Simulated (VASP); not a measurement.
Wanted: the native input for a VASP 6.6.1 run.

* Task: single point
* Functional: LDA
* Potentials or basis: VASP PAW PBE potentials, release 64 (Yb, N)
* Cutoff: 520 eV
* k mesh: 6 × 6 × 6
* Occupations: gaussian, width 0.05 eV
* Spin: collinear spin, ferromagnetic start
* Starting moments: [1.0, 0.0] μB
* Hubbard terms: Yb f U = 5.0 eV
* Dipole correction: no
* Further INCAR settings: ALGO = Normal; EDIFF = 1e-07; NBANDS = 26

The structure of YbN lies in POSCAR:

```
YbN
1.0
    2.9096680100      0.0000000000      0.0000000000
    0.0000000000      2.9096680100      0.0000000000
    0.0000000000      0.0000000000      2.9096680100
Yb N
1 1
Direct
    0.0000000000      0.0000000000      0.0000000000
    0.5000000000      0.5000000000      0.5000000000
```

One way to write it, as run:

INCAR

```
SYSTEM = YbN
PREC = Accurate
ENCUT = 520
EDIFF = 1E-7
ISMEAR = 0
SIGMA = 0.05
LREAL = .FALSE.
LASPH = .TRUE.
NELM = 150
ALGO = Normal
ISIF = 2
LWAVE = .FALSE.
LCHARG = .TRUE.
ISPIN = 2
MAGMOM = 1 0
LORBIT = 11
LMAXMIX = 6
LDAU = .TRUE.
LDAUTYPE = 2
LDAUL = 3 -1
LDAUU = 5 0
LDAUJ = 0 0
LDAUPRINT = 1
GGA = CA
LELF = .TRUE.
LVHAR = .TRUE.
NBANDS = 26
```

KPOINTS

```
Automatic mesh
0
G
  6 6 6
  0 0 0
```

Potentials or basis: VASP PAW PBE potentials, release 64 (Yb, N).

Command:

```bash
$ cat potpaw_PBE.64/Yb/POTCAR potpaw_PBE.64/N/POTCAR > POTCAR
$ mpirun -np 1 vasp_std > vasp.out
```

It gave:

* Pressure: -6.3 GPa
* Net moment: 0.89 μB per cell
* Site moments: Yb +0.56; N +0.24 μB
* Valence electrons inside the program's atomic spheres: Yb 22.30; N 3.60

Caveat: the cell stands under tension; the PAW data sets were made with another functional, which shifts forces and pressure a little.

Wall time 43 s on 1 thread of AMD EPYC 7R13 Processor (Zen 3), with other jobs on the host, peak memory 0.13 GiB.
